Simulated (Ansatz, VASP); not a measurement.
K in VASP and in Ansatz

File INCAR:

```
  ALGO = Normal
  EDIFF = 1E-8
  ENCUT = 400
  GGA = PS
  GGA_COMPAT = F
  ISIF = 2
  ISMEAR = -1
  LASPH = T
  LCHARG = F
  LEFG = T
  LREAL = F
  LWAVE = F
  NBANDS = 10
  NELM = 120
  PREC = Accurate
  SIGMA = 0.05
```

The input KPOINTS:

```
k-points
0
Gamma
  10 10 10
```

File POSCAR:

```
K
1.0
   -2.7154236633      2.7154236633      2.7154236633
    2.7154236633     -2.7154236633      2.7154236633
    2.7154236633      2.7154236633     -2.7154236633
K
1
Direct
    0.0000000000      0.0000000000      0.0000000000
```

Input for Ansatz:

```yaml
crystal:
  lattice:
    - [-2.7154236633, 2.7154236633, 2.7154236633]
    - [2.7154236633, -2.7154236633, 2.7154236633]
    - [2.7154236633, 2.7154236633, -2.7154236633]
  atoms:
    - { symbol: K, position: [0.0, 0.0, 0.0] }
kpoints:
  mp_grid: { grid: [10, 10, 10] }
scf:
  occupations: { method: fermi_dirac, width: 0.05 }
hamiltonian:
  xc: pbesol
  pseudopotentials: { kind: paw }
output:
  forces: true
  stress: true
  eigenvalues: true
  efg: { contact_densities: true }
```

Change from the starting cell: volume scaled by 1.02, PAW files.

Alike in both runs: task electric field gradients; functional PBEsol; k mesh 10 × 10 × 10; occupations fermi-dirac, width 0.05 eV; no spin polarisation.

|  | VASP | Ansatz |
| --- | --- | --- |
| version | VASP 6.6.1 | Ansatz 0.2.0 |
| potentials or method | VASP PAW PBE potentials, release 64 (K_sv) | PAW with Ansatz's default frozen-core files, scalar-relativistic |
| plane-wave cutoff (eV) | 400 | 420 |
| valence electrons in the cell | 9 | 9 |

|  | VASP | Ansatz | Ansatz less VASP |
| --- | --- | --- | --- |
| pressure (GPa) | -0.4 | -0.4 | +0.01 |

VASP's potentials were made for PBE, not for PBEsol. With one functional, cell and mesh, what is left measures potentials, basis and numerics.
